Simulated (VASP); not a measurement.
## MgO: single point with PBE

MgO:

```
Mg O
1.0
     3.60354    0.00000    0.00000
    -1.80177    3.12076    0.00000
     0.00000    0.00000    4.04140
Mg O
2 2
Cartesian
  1.8018 1.0403 3.0311
  0.0000 2.0805 1.0104
  1.8018 1.0403 1.0104
  0.0000 2.0805 3.0311
```

This cell differs from its parent crystal: the cell strained.

| Property | Result |
| --- | --- |
| Program | VASP 6.6.1 |
| Task | single point |
| Functional | PBE |
| Potentials or basis | VASP PAW PBE potentials, release 64 (Mg, O) |
| Cutoff | 520 eV |
| k mesh | 9 × 9 × 6 |
| Occupations | gaussian, width 0.05 eV |
| Spin | no spin polarisation |
| Dipole correction | no |
| Further INCAR settings | ALGO = Normal; EDIFF = 1e-06; NBANDS = 16 |

- Pressure: 1.3 GPa
- Band gap on the k mesh: 3.37 eV

Stress tensor (GPa, compression positive):
```
-2.94  0.00  0.00
 0.00 -2.94  0.00
 0.00  0.00  9.76
```

Levels at points of the mesh, in eV from the valence-band top:
```csv
k point,band 6,band 7,band 8,band 9,band 10,band 11
"(0.00, 0.00, 0.00)",-0.58,-0.58,0.00,3.37,9.61,12.03
"(0.00, 0.00, 0.50)",-1.15,-1.15,-1.15,6.46,6.46,12.38
```

It took 17 s on 1 thread of Intel(R) Xeon(R) Platinum 8488C (Sapphire Rapids), on a shared host, peak memory 0.18 GiB.

Caveat: the cell differs from its parent crystal (the cell strained).
